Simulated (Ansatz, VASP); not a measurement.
MgI2: VASP beside Ansatz

File INCAR:

```
PREC = Accurate ; ENCUT = 520
EDIFF = 1E-6 ; ISMEAR = 0
SIGMA = 0.05 ; LREAL = F
LASPH = T ; NELM = 100
ALGO = Normal ; ISIF = 2
LWAVE = F ; LCHARG = F
GGA = PE ; IVDW = 12
NBANDS = 15
```

Contents of KPOINTS:

```
regular mesh
0
Gamma
  9 9 4
```

File POSCAR:

```
MgI2
1.0
    4.0238110365      0.0000000000      0.0000000000
   -2.0119055183      3.4847225777      0.0000000000
    0.0000000000      0.0000000000      7.3121625487
Mg I
1 2
Direct
    0.0000000000      0.0000000000      0.0000000000
    0.3333333333      0.6666666667      0.7576300000
    0.6666666667      0.3333333333      0.2423700000
```

Input for Ansatz:

```yaml
crystal:
  lattice:
    - [4.0238110365, 0.0, 0.0]
    - [-2.0119055183, 3.4847225777, 0.0]
    - [0.0, 0.0, 7.3121625487]
  atoms:
    - { symbol: Mg, position: [0.0, 0.0, 0.0] }
    - { symbol: I, position: [0.3333333333, 0.6666666667, 0.75763] }
    - { symbol: I, position: [0.6666666667, 0.3333333333, 0.24237] }
basis:
  ecutwfc: 420
kpoints:
  mp_grid: { grid: [9, 9, 4] }
hamiltonian:
  xc: pbe
  dispersion: d3bj
scf:
  occupations: { method: gaussian, width: 0.05 }
output:
  forces: true
  stress: true
  eigenvalues: true
```

Alike in both runs: task single point; functional PBE; dispersion D3(BJ); k mesh 9 × 9 × 4; occupations gaussian, width 0.05 eV; no spin polarisation.

```csv
,VASP,Ansatz
version,VASP 6.6.1,Ansatz 0.2.0
potentials or method,"VASP PAW PBE potentials, release 64 (Mg, I), cutoff 520 eV","scalar-relativistic, plane waves, PAW"
valence electrons in the cell,16,44
```

|  | VASP | Ansatz | Ansatz less VASP |
| --- | --- | --- | --- |
| gap on the k mesh at the Fermi level (eV) | 3.35 | 3.37 | +0.017 |
| least direct gap on the mesh (eV) | 3.59 | 3.60 | +0.013 |
| pressure (GPa) | -0.2 | -0.1 | +0.06 |
| traceless stress, the component that is largest in VASP (GPa) | -1.95 | -1.96 | -0.005 |
| rms of the force components (eV/Å) | 0.120 | 0.115 | -0.0047 |

Atom by atom the forces differ by 0.005 eV/Å (rms over components). VASP's potentials hold 16 valence electrons a cell and Ansatz's 44, so a difference there can come from the potentials and not from the codes.

Spin-orbit coupling is off throughout.
